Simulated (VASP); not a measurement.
## Al2Cu: single point with r2SCAN

Crystal: Al2Cu.

```
CELL_PARAMETERS angstrom
4.08803 0.00000 0.00000
0.00000 4.08803 0.00000
0.00000 0.00000 2.85133
ATOMIC_POSITIONS crystal
Al 0.50000 0.00000 0.50000
Al 0.00000 0.50000 0.50000
Cu 0.00000 0.00000 0.00000
```

```
Program             : VASP 6.6.1
Task                : single point
Functional          : r2SCAN
Potentials or basis : VASP PAW PBE potentials, release 64 (Al, Cu)
Cutoff              : 520 eV
k mesh              : 8 × 8 × 12
Occupations         : gaussian, width 0.15 eV
Spin                : no spin polarisation
```

| Item | Value |
| --- | --- |
| Pressure | -0.1 GPa |

Stress tensor (GPa, compression positive):
```
 0.10  0.00  0.00
 0.00  0.10  0.00
 0.00  0.00 -0.59
```

Levels at points of the mesh, in eV from the Fermi level:
```csv
k point,band 7,band 8,band 9,band 10,band 11,band 12
"(0.00, 0.00, 0.00)",-2.70,-2.70,0.02,0.96,6.61,6.61
"(0.50, 0.00, 0.00)",-4.27,-1.30,1.57,1.87,2.10,8.17
"(0.50, 0.50, 0.00)",-4.30,-4.30,-2.62,8.95,8.95,10.09
"(0.00, 0.00, 0.50)",-3.18,2.60,2.71,2.71,2.79,2.79
"(0.50, 0.00, 0.50)",-3.34,-2.61,-1.75,3.93,4.11,4.62
"(0.50, 0.50, 0.50)",-2.54,-2.54,-1.00,-0.86,0.14,0.14
```

Run time: 3.7 min on 1 thread of Intel(R) Xeon(R) Platinum 8259CL CPU @ 2.50GHz (Skylake/Cascade Lake), on a shared host, peak memory 0.21 GiB.

Caveat: the PAW data sets were made with another functional, which shifts forces and pressure a little.
